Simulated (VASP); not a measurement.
# P2O (antifluorite type) (Fm-3m) in VASP: a series of runs

P2O (antifluorite type) is run at these levels: PBE; tasks: single point.

All numbers are computed with VASP 6.6.1; they aren't measurements. Logs are shortened: lines on timing, memory, paths and dates and some standing lists are left out, and cuts for length are marked.

## 1. The cell of the first run

The structure is cubic, space group Fm-3m (No. 225). Conventional cell: a = 5.501 Å, b = 5.501 Å, c = 5.501 Å, α = 90.00°, β = 90.00°, γ = 90.00°. P (site symmetry -43m) has 4 O at 2.38 Å and 6 P at 2.75 Å within 3.1 Å. O (site symmetry m-3m) has 8 P at 2.38 Å within 3.1 Å.

## 2. Single point, PBE

Contents of INCAR:

```
SYSTEM = P2O
PREC = Accurate
ENCUT = 520
EDIFF = 1E-7
ISMEAR = -1
SIGMA = 0.06122561905347299
LREAL = .False.
LASPH = .True.
NELM = 80
ALGO = Normal
ISIF = 2
LWAVE = .False.
LCHARG = .True.
GGA = PE
LELF = .True.
LVHAR = .True.
NBANDS = 15
```

Contents of KPOINTS:

```
regular mesh
0
Gamma
  18 18 18
  0 0 0
```

Contents of POSCAR:

```
P2O
1.0
    0.0000000000      2.7504605952      2.7504605952
    2.7504605952      0.0000000000      2.7504605952
    2.7504605952      2.7504605952      0.0000000000
P O
2 1
Direct
    0.2500000000      0.2500000000      0.2500000000
    0.7500000000      0.7500000000      0.7500000000
    0.0000000000      0.0000000000      0.0000000000
```

Potentials or basis: VASP PAW PBE potentials, release 64 (P, O).

On the command line:

```
cat potpaw_PBE.64/P/POTCAR potpaw_PBE.64/O/POTCAR > POTCAR
mpirun -np 1 vasp_std > vasp.out
```

OUTCAR:

```text
SYSTEM = P2O
   PREC = Accurate
   ENCUT = 520
   EDIFF = 1E-7
   ISMEAR = -1
   LREAL = .False.
   LASPH = .True.
   NELM = 80
   ISIF = 2
   GGA = PE

 ion  position               nearest neighbor table
   1  0.250  0.250  0.250-   3 2.38   3 2.38   3 2.38   3 2.38   2 2.75   2 2.75   2 2.75   2 2.75
                             2 2.75   2 2.75
   2  0.750  0.750  0.750-   3 2.38   3 2.38   3 2.38   3 2.38   1 2.75   1 2.75   1 2.75   1 2.75
                             1 2.75   1 2.75
   3  0.000  0.000  0.000-   2 2.38   2 2.38   2 2.38   1 2.38   2 2.38   1 2.38   1 2.38   1 2.38

  LATTYP: Found a face centered cubic cell.
 ALAT       =     5.5009211904

  Lattice vectors:

 A1 = (   0.0000000000,   2.7504605952,   2.7504605952)
 A2 = (   2.7504605952,   0.0000000000,   2.7504605952)
 A3 = (   2.7504605952,   2.7504605952,   0.0000000000)

Analysis of symmetry for initial positions (statically):
=====================================================================
 Subroutine PRICEL returns:
 Original cell was already a primitive cell.

 Routine SETGRP: Setting up the symmetry group for a
 face centered cubic supercell.

 Subroutine GETGRP returns: Found 48 space group operations
 (whereof 48 operations were pure point group operations)
 out of a pool of 48 trial point group operations.

The static configuration has the point symmetry O_h .

Analysis of symmetry for dynamics (positions and initial velocities):
=====================================================================
 Subroutine PRICEL returns:
 Original cell was already a primitive cell.

 Routine SETGRP: Setting up the symmetry group for a
 face centered cubic supercell.

 Subroutine GETGRP returns: Found 48 space group operations
 (whereof 48 operations were pure point group operations)
 out of a pool of 48 trial point group operations.

The dynamic configuration has the point symmetry O_h .

 Subroutine INISYM returns: Found 48 space group operations
 (whereof 48 operations are pure point group operations),
 and found     1 'primitive' translations

----------------------------------------------------------------------------------------

                                     Primitive cell

  volume of cell :      41.6147

  direct lattice vectors                    reciprocal lattice vectors
     0.000000000  2.750460595  2.750460595    -0.181787734  0.181787734  0.181787734
     2.750460595  0.000000000  2.750460595     0.181787734 -0.181787734  0.181787734
     2.750460595  2.750460595  0.000000000     0.181787734  0.181787734 -0.181787734

  length of vectors
     3.889738677  3.889738677  3.889738677     0.314865592  0.314865592  0.314865592

  position of ions in fractional coordinates (direct lattice)
     0.250000000  0.250000000  0.250000000
     0.750000000  0.750000000  0.750000000
     0.000000000  0.000000000  0.000000000

  ion indices of the primitive-cell ions
   primitive index   ion index
                 1           1
                 2           2
                 3           3

----------------------------------------------------------------------------------------

 KPOINTS: regular mesh

Automatic generation of k-mesh.
 Grid dimensions read from file:
 generate k-points for:   18   18   18

 Generating k-lattice:

  Cartesian coordinates                     Fractional coordinates (reciprocal lattice)
    -0.010099319  0.010099319  0.010099319     0.055555556  0.000000000  0.000000000
     0.010099319 -0.010099319  0.010099319     0.000000000  0.055555556  0.000000000
     0.010099319  0.010099319 -0.010099319     0.000000000  0.000000000  0.055555556

  Length of vectors
     0.017492533  0.017492533  0.017492533

  Shift w.r.t. Gamma in fractional coordinates (k-lattice)
     0.000000000  0.000000000  0.000000000

 Subroutine IBZKPT returns following result:
 ===========================================

 Found    195 irreducible k-points:

 Following reciprocal coordinates:
            Coordinates               Weight
  0.000000  0.000000  0.000000      1.000000
  0.055556  0.000000  0.000000      8.000000
  0.111111  0.000000  0.000000      8.000000
  0.166667  0.000000  0.000000      8.000000
  0.222222  0.000000  0.000000      8.000000
  0.277778  0.000000  0.000000      8.000000
[... 16 lines left out ...]
 -0.277778  0.055556  0.000000     24.000000
 -0.222222  0.055556  0.000000     24.000000
 [... further k-points ...]
   k-points           NKPTS =    195   k-points in BZ     NKDIM =    195   number of bands    NBANDS=     15
   number of dos      NEDOS =    301   number of ions     NIONS =      3
   total plane-waves  NPLWV =  27000
   dimension x,y,z NGX =    30 NGY =   30 NGZ =   30
   dimension x,y,z NGXF=    60 NGYF=   60 NGZF=   60
   ions per type =               2   1
   NGX,Y,Z   is equivalent  to a cutoff of  12.82, 12.82, 12.82 a.u.
   NGXF,Y,Z  is equivalent  to a cutoff of  25.64, 25.64, 25.64 a.u.
 SYSTEM =  P2O
   PREC   = accura    normal or accurate (medium, high low for compatibility)
   ISTART =      0    job   : 0-new  1-cont  2-samecut
   ICHARG =      2    charge: 1-file 2-atom 10-const
   ISPIN  =      1    spin polarized calculation?
   LNONCOLLINEAR =      F non collinear calculations
   LSORBIT =      F    spin-orbit coupling
   LASPH  =      T    aspherical Exc in radial PAW
   ENCUT  =  520.0 eV  38.22 Ry    6.18 a.u.   7.23  7.23  7.23*2*pi/ulx,y,z
   NELM   =     80;   NELMIN=  2; NELMDL= -5     # of ELM steps
   EDIFF  = 0.1E-06   stopping-criterion for ELM
   LREAL  =      F    real-space projection
   EDIFFG = 0.1E-05   stopping-criterion for IOM
   NSW    =      0    number of steps for IOM
   IBRION =     -1    ionic relax: 0-MD 1-quasi-New 2-CG
   NFREE  =      0    steps in history (QN), initial steepest desc. (CG)
   ISIF   =      2    stress and relaxation
   ISYM   =      2    0-nonsym 1-usesym 2-fastsym
   POTIM  = 0.5000    time-step for ionic-motion
   TEBEG  =    0.0;   TEEND  =   0.0 temperature during run
   PSTRESS=    0.0 pullay stress
   NELECT =      16.0000    total number of electrons
   NUPDOWN=      -1.0000    fix difference up-down
   EMIN   =  10.00;   EMAX   =-10.00  energy-range for DOS
   EFERMI =   0.00;   METHOD = LEGACY
   ISMEAR =    -1;   SIGMA  =   0.06  broadening in eV -4-tet -1-fermi 0-gaus
   EFERMI_NEDOS =   21; number of points for ismear=-14 and -15
   IALGO  =     38    algorithm
   IMIX   =      4    mixing-type and parameters
     AMIX     =   0.40;   BMIX     =  1.00
     AMIX_MAG =   1.60;   BMIX_MAG =  1.00
  volume/ion in A,a.u.               =      13.87        93.61
  Fermi-wavevector in a.u.,A,eV,Ry     =   1.190418  2.249563 19.280741  1.417094
  Thomas-Fermi vector in A             =   2.326503
   LORBIT       =      0    0 simple, 1 ext, 2 COOP (PROOUT), +10 PAW based schemes
   GGA     = PE    functional components
   LHFCALC =     F    Hartree Fock is set to
   AEXX    =    0.0000 exact exchange contribution
   IVDW    =     0    specifies the selected vdW correction
   LEPSILON=     F    determine dielectric tensor
   LRPA    =     F    only Hartree local field effects (RPA)
 non-spin polarized calculation
  energy-cutoff  :      520.00
  volume of cell :       41.61
 maximum number of plane-waves:      1139
 NGX is ok and might be reduce to    30
   NGX = 15   NGY = 15   NGZ = 15

 number of electron      15.9999996 magnetization

 Free energy of the ion-electron system (eV)
  ---------------------------------------------------
  ext. energy  EPLUGINS =         0.00000000
  ---------------------------------------------------
  free energy    TOTEN  =       -12.85470483 eV

  energy without entropy =      -12.83008041  energy(sigma->0) =      -12.84239262

 E-fermi :   6.8695     XC(G=0): -10.9150

 val. band max:        6.8689240724   @ k =  -0.4444   0.2222   0.1111
 cond. band min:       6.8761535189   @ k =   0.3889   0.2778   0.0000
 fundamental gap:      0.0072294465
 Fermi energy:         6.8695462458

 k-point     1 :       0.0000    0.0000    0.0000
  band No.  band energies     occupation
      1     -12.4891      2.00000
      2      -4.2183      2.00000
      3       1.6072      2.00000
      4       2.4803      2.00000
      5       2.4803      2.00000
      6       2.4803      2.00000
      7       4.5898      2.00000
      8       4.5898      2.00000
      9       4.5898      2.00000
     10      10.2688      0.00000
     11      10.2688      0.00000
     12      10.2688      0.00000
     13      13.3777      0.00000
     14      13.3777      0.00000
     15      16.8623      0.00000

 k-point     2 :       0.0556    0.0000    0.0000
  band No.  band energies     occupation
      1     -12.4719      2.00000
      2      -4.2378      2.00000
      3       1.4002      2.00000
      4       2.4318      2.00000
      5       2.4341      2.00000
      6       2.4342      2.00000
      7       4.6553      2.00000
      8       4.6553      2.00000
      9       4.9212      2.00000
     10      10.1063      0.00000
     11      10.1063      0.00000
     12      10.2090      0.00000
     13      13.6407      0.00000
     14      13.6407      0.00000
     15      16.6142      0.00000

 k-point     3 :       0.1111    0.0000    0.0000
  band No.  band energies     occupation
      1     -12.4219      2.00000
      2      -4.2926      2.00000
      3       0.8150      2.00000
      4       2.3155      2.00000
      5       2.3155      2.00000
      6       2.5305      2.00000
      7       4.8267      2.00000
      8       4.8267      2.00000
      9       5.6165      2.00000
     10       9.7439      0.00000
     11       9.7439      0.00000
     12      10.0567      0.00000
     13      14.3061      0.00000
     14      14.3061      0.00000
     15      16.2448      0.00000

 k-point     4 :       0.1667    0.0000    0.0000
  band No.  band energies     occupation
      1     -12.3432      2.00000
      2      -4.3721      2.00000
      3       0.0859      2.00000
      4       2.1627      2.00000
      5       2.1627      2.00000
      6       2.8125      2.00000
      7       5.0493      2.00000
      8       5.0493      2.00000
      9       6.3491      1.99959
     10       9.3587      0.00000
     11       9.3587      0.00000
     12       9.8757      0.00000
     13      15.2008      0.00000
     14      15.2008      0.00000
     15      15.8424      0.00000
[... 307 lines left out ...]
 k-point    22 :      -0.3333    0.0556    0.0000
  band No.  band energies     occupation
      1     -11.9776      2.00000
      2      -4.6395      2.00000
      3      -2.0551      2.00000
      4       1.6629      2.00000
      5       1.7889      2.00000
      6       4.1679      2.00000
      7       5.5870      2.00000
      8       5.7041      2.00000
      9       7.6385      0.00001
     10       8.4552      0.00000
     11       8.6534      0.00000
     12       9.8589      0.00000
     13      15.4230      0.00000
     14      17.1165      0.00000
     15      17.3506      0.00000

 k-point    23 :      -0.2778    0.0556    0.0000
  band No.  band energies     occupation
      1     -12.0826      2.00000
      2      -4.5773      2.00000
      3      -1.5470      2.00000
      4       1.7389      2.00000
      5       1.9260      2.00000
      6       3.7025      2.00000
      7       5.4830      2.00000
      8       5.6316      2.00000
      9       7.5084      0.00006
     10       8.4233      0.00000
     11       8.7972      0.00000
     12      10.0305      0.00000
     13      15.2027      0.00000
     14      17.0171      0.00000
     15      17.1865      0.00000

 k-point    24 :      -0.2222    0.0556    0.0000
  band No.  band energies     occupation
      1     -12.1940      2.00000
      2      -4.4987      2.00000
      3      -0.9292      2.00000
      4       1.8527      2.00000
      5       2.0785      2.00000
      6       3.2345      2.00000
      7       5.3056      2.00000
      8       5.5158      2.00000
      9       7.2039      0.00846
     10       8.5393      0.00000
     11       8.9483      0.00000
     12      10.1803      0.00000
     13      15.2246      0.00000
     14      16.1735      0.00000
     15      16.8313      0.00000

 [... further k-points ...]

------------------------ aborting loop because EDIFF is reached ----------------------------------------

  FORCE on cell =-STRESS in cart. coord.  units (eV):
  Direction    XX          YY          ZZ          XY          YZ          ZX
  --------------------------------------------------------------------------------------
  -------------------------------------------------------------------------------------
  Total       -0.9828280     -0.9828280     -0.9828280      0.0000000      0.0000000      0.0000000
  in kB      -37.8391913    -37.8391913    -37.8391913      0.0000000      0.0000000      0.0000000
  external PRESSURE =     -37.8391913 kB  Pullay stress =       0.0000000 kB

 VOLUME and BASIS-vectors are now :
 -----------------------------------------------------------------------------
  energy-cutoff  :      520.00
  volume of cell :       41.61
      direct lattice vectors                 reciprocal lattice vectors
     0.000000000  2.750460595  2.750460595    -0.181787734  0.181787734  0.181787734
     2.750460595  0.000000000  2.750460595     0.181787734 -0.181787734  0.181787734
     2.750460595  2.750460595  0.000000000     0.181787734  0.181787734 -0.181787734

 POSITION                                       TOTAL-FORCE (eV/Angst)
 -----------------------------------------------------------------------------------
      1.37523      1.37523      1.37523         0.000000      0.000000      0.000000
      4.12569      4.12569      4.12569        -0.000000     -0.000000     -0.000000
      0.00000      0.00000      0.00000         0.000000     -0.000000     -0.000000
 -----------------------------------------------------------------------------------
    total drift:                                0.000000     -0.000000     -0.000000

  FREE ENERGIE OF THE ION-ELECTRON SYSTEM (eV)
  ---------------------------------------------------
  free  energy   TOTEN  =       -12.8547048310 eV

  energy  without entropy=      -12.8300804149  energy(sigma->0) =      -12.84239262
```

It took 3.2 min on 1 thread of Intel Xeon 8259CL, shared host; peak memory 0.24 GiB.

What came out:

* Free energy: -12.8547 eV
* Pressure: -3.8 GPa
* Band gap on the k mesh: zero (bands 8 and 9 overlap by 3.08 eV)

Levels at points of the mesh, in eV from the Fermi level:
| k point | band 6 | band 7 | band 8 | band 9 | band 10 | band 11 |
| --- | --- | --- | --- | --- | --- | --- |
| (0.00, 0.00, 0.00) | -4.39 | -2.28 | -2.28 | -2.28 | 3.40 | 3.40 |
| (0.50, 0.00, 0.00) | -1.69 | -1.30 | -1.30 | 0.74 | 1.86 | 2.00 |
| (0.50, 0.50, 0.00) | -4.71 | -1.10 | 0.80 | 0.80 | 4.39 | 4.39 |

Caveat: the cell stands under tension.

## 3. Single point, PBE

Contents of INCAR:

```
PREC     = Accurate       # precision mode
ENCUT    = 520            # plane-wave cutoff, eV
EDIFF    = 1E-7           # SCF threshold, eV
ISMEAR   = -1             # smearing method
SIGMA    = 0.06122561905347299 # smearing width, eV
LREAL    = False          # projectors in reciprocal space
LASPH    = True           # aspherical terms in the spheres
NELM     = 60             # most SCF steps
ALGO     = Normal         # electronic algorithm
ISIF     = 2              # what is computed and relaxed
LWAVE    = False          # write WAVECAR
LCHARG   = False          # write CHGCAR
GGA      = PE             # functional
NBANDS   = 15             # bands
```

Contents of KPOINTS:

```
Automatic mesh
0
Gamma
  18 18 18
```

POSCAR is that of step 2.

Potentials or basis: VASP PAW PBE potentials, release 64 (P, O).

On the command line:

```
cat potpaw_PBE.64/P/POTCAR potpaw_PBE.64/O/POTCAR > POTCAR
mpirun -np 1 vasp_std > vasp.out
```

Run time: 3.2 min. Hardware: 1 thread of Intel Xeon 8259CL, shared host; peak memory 0.24 GiB.

The run converged. Its results:

* Free energy: -12.8547 eV
* Pressure: -3.8 GPa
* Band gap on the k mesh: zero (bands 8 and 9 overlap by 3.08 eV)

Levels at points of the mesh, in eV from the Fermi level:
| k point | band 5 | band 6 | band 7 | band 8 | band 9 | band 10 | band 11 | band 12 |
| --- | --- | --- | --- | --- | --- | --- | --- | --- |
| (0.00, 0.00, 0.00) | -4.39 | -4.39 | -2.28 | -2.28 | -2.28 | 3.40 | 3.40 | 3.40 |
| (0.50, 0.00, 0.00) | -5.27 | -1.69 | -1.30 | -1.30 | 0.74 | 1.86 | 2.00 | 2.00 |
| (0.50, 0.50, 0.00) | -6.65 | -4.71 | -1.10 | 0.80 | 0.80 | 4.39 | 4.39 | 5.64 |

Caveat: the cell stands under tension.

## 4. Single point, PBE

This run uses another cell than the first one, of 14.14 Å³/atom.

Contents of INCAR:

```
SYSTEM = P2O
PREC     = Accurate       ! precision mode
ENCUT    = 520            ! plane-wave cutoff, eV
EDIFF    = 1E-7           ! SCF threshold, eV
ISMEAR   = -1             ! smearing method
SIGMA    = 0.06122561905347299 ! smearing width, eV
LREAL    = .FALSE.        ! projectors in reciprocal space
LASPH    = .TRUE.         ! aspherical terms in the spheres
NELM     = 80             ! most SCF steps
ALGO     = Normal         ! electronic algorithm
ISIF     = 2              ! what is computed and relaxed
LWAVE    = .FALSE.        ! write WAVECAR
LCHARG   = .FALSE.        ! write CHGCAR
GGA      = PE             ! functional
NBANDS   = 15             ! bands
```

Contents of KPOINTS:

```
regular mesh
0
G
  18 18 18
  0 0 0
```

Contents of POSCAR:

```
P2O
1.0
    0.0000000000      2.7679799249      2.7679799249
    2.7679799249      0.0000000000      2.7679799249
    2.7679799249      2.7679799249      0.0000000000
P O
2 1
Direct
    0.2500000000      0.2500000000      0.2500000000
    0.7500000000      0.7500000000      0.7500000000
    0.0000000000      0.0000000000      0.0000000000
```

On the command line:

```
cat potpaw_PBE.64/P/POTCAR potpaw_PBE.64/O/POTCAR > POTCAR
mpirun -np 1 vasp_std > vasp.out
```

Run time: 3.6 min. Hardware: 1 thread of Intel Xeon 8259CL, shared host; peak memory 0.24 GiB.

The run converged. Its results:

- Free energy: -12.8325 eV
- Pressure: -5.3 GPa
- Band gap on the k mesh: zero (bands 8 and 9 overlap by 3.02 eV)

Levels at points of the mesh, in eV from the Fermi level:
| k point | band 5 | band 6 | band 7 | band 8 | band 9 | band 10 | band 11 | band 12 |
| --- | --- | --- | --- | --- | --- | --- | --- | --- |
| (0.00, 0.00, 0.00) | -4.28 | -4.28 | -2.23 | -2.23 | -2.23 | 3.35 | 3.35 | 3.35 |
| (0.50, 0.00, 0.00) | -5.14 | -1.73 | -1.25 | -1.25 | 0.74 | 1.76 | 1.96 | 1.96 |
| (0.50, 0.50, 0.00) | -6.51 | -4.62 | -1.11 | 0.79 | 0.79 | 4.29 | 4.29 | 5.64 |

Caveat: the cell stands under tension.
